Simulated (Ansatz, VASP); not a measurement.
Given: the input of a run of VASP 6.6.1 on ZnCu2SnS4.

File INCAR:

```
PREC = Accurate
ENCUT = 520
EDIFF = 1E-6
ISMEAR = -1
SIGMA = 0.05
LREAL = F
LASPH = T
NELM = 100
ALGO = Normal
ISIF = 2
LWAVE = F
LCHARG = F
GGA = PS
NBANDS = 46
```

Contents of KPOINTS:

```
regular mesh
0
Gamma
  7 7 7
```

File POSCAR:

```
ZnCu2SnS4
1.0
   -2.6984915400      2.6984915400      5.3955884400
    2.6984915400     -2.6984915400      5.3955884400
    2.6984915400      2.6984915400     -5.3955884400
Sn Zn Cu S
1 1 2 4
Direct
    0.5000000000      0.5000000000      0.0000000000
    0.0000000000      0.0000000000      0.0000000000
    0.7500000000      0.2500000000      0.5000000000
    0.2500000000      0.7500000000      0.5000000000
    0.1087770700      0.1087770700      0.4840744100
    0.6247026600      0.6247026600      0.5159255900
    0.3752973400      0.8912229300      0.0000000000
    0.8912229300      0.3752973400      0.0000000000
```

Potentials or basis: VASP PAW PBE potentials, release 64 (Sn_d, Zn, Cu, S).

Run with:

```console
$ cat potpaw_PBE.64/Sn_d/POTCAR potpaw_PBE.64/Zn/POTCAR potpaw_PBE.64/Cu/POTCAR potpaw_PBE.64/S/POTCAR > POTCAR
$ mpirun -np 1 vasp_std > vasp.out
```

Problem. Set up the same calculation for Ansatz 0.2.0. Potentials there: Ansatz PAW.

Solution. As run (the cutoff follows the program's own potentials):

File input.yaml:

```yaml
crystal:
  lattice:
    - [-2.69849154, 2.69849154, 5.39558844]
    - [2.69849154, -2.69849154, 5.39558844]
    - [2.69849154, 2.69849154, -5.39558844]
  atoms:
    - { symbol: Sn, position: [0.5, 0.5, 0.0] }
    - { symbol: Zn, position: [0.0, 0.0, 0.0] }
    - { symbol: Cu, position: [0.75, 0.25, 0.5] }
    - { symbol: Cu, position: [0.25, 0.75, 0.5] }
    - { symbol: S, position: [0.10877707, 0.10877707, 0.48407441] }
    - { symbol: S, position: [0.62470266, 0.62470266, 0.51592559] }
    - { symbol: S, position: [0.37529734, 0.89122293, 0.0] }
    - { symbol: S, position: [0.89122293, 0.37529734, 0.0] }
hamiltonian:
  xc: pbesol
  pseudopotentials: { kind: paw }
kpoints:
  mp_grid: { grid: [7, 7, 7] }
scf:
  occupations: { method: fermi_dirac, width: 0.05 }
output:
  forces: true
  stress: true
  eigenvalues: true
```

Potentials or basis: Ansatz PAW.

Run with:

```console
$ ansatz run input.yaml --threads 4 --pin off --max-ram 11264MiB --backend cpu --events-out ev --progress --plain --runs-dir out
```

Both were run:

|  | VASP | Ansatz | Ansatz less VASP |
| --- | --- | --- | --- |
| pressure (GPa) | -0.7 | -0.8 | -0.16 |
| traceless stress, the component that is largest in VASP (GPa) | 0.13 | 0.13 | +0.004 |
| rms of the force components (eV/Å) | 0.068 | 0.083 | +0.0153 |

VASP's potentials were made for PBE, not for PBEsol. Atom by atom the forces differ by 0.016 eV/Å (rms over components). VASP's potentials hold 72 valence electrons a cell and Ansatz's 88, so a difference there can come from the potentials and not from the codes.
